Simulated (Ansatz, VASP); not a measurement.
# MgS: VASP beside Ansatz

```
Mg S
1.0
    -0.07622    2.60152    2.60152
     2.60152   -0.07622    2.60152
     2.52529    2.52529    0.00000
Mg S
1 1
Direct
  0.00000 0.00000 0.00000
  0.50000 0.50000 0.50000
```

Change from the starting cell: shear_xy strain -5.9%.

Alike in both runs: task single point; functional r2SCAN; k mesh 8 × 8 × 8; no spin polarisation.

|  | VASP | Ansatz |
| --- | --- | --- |
| version | VASP 6.6.1 | Ansatz 0.2.0 |
| potentials or method | VASP PAW PBE potentials, release 64 (Mg, S) | plane waves, PAW |
| plane-wave cutoff (eV) | 520 | 500 |
| occupations | gaussian, width 0.01 eV | fixed |
| valence electrons in the cell | 8 | 16 |

Ansatz gave:

| Property | Result |
| --- | --- |
| gap on the k mesh at the Fermi level (eV) | 3.02 |
| pressure (GPa) | 0.1 |
| traceless stress, the component that is largest in VASP (GPa) | 3.56 |

Problem. What did VASP give for the same quantities?

Solution. gap on the k mesh at the Fermi level (eV): 3.00; pressure (GPa): -0.4; traceless stress, the component that is largest in VASP (GPa): 3.57.

VASP's potentials were made for PBE, not for r2SCAN. VASP's potentials hold 8 valence electrons a cell and Ansatz's 16, so a difference there can come from the potentials and not from the codes.
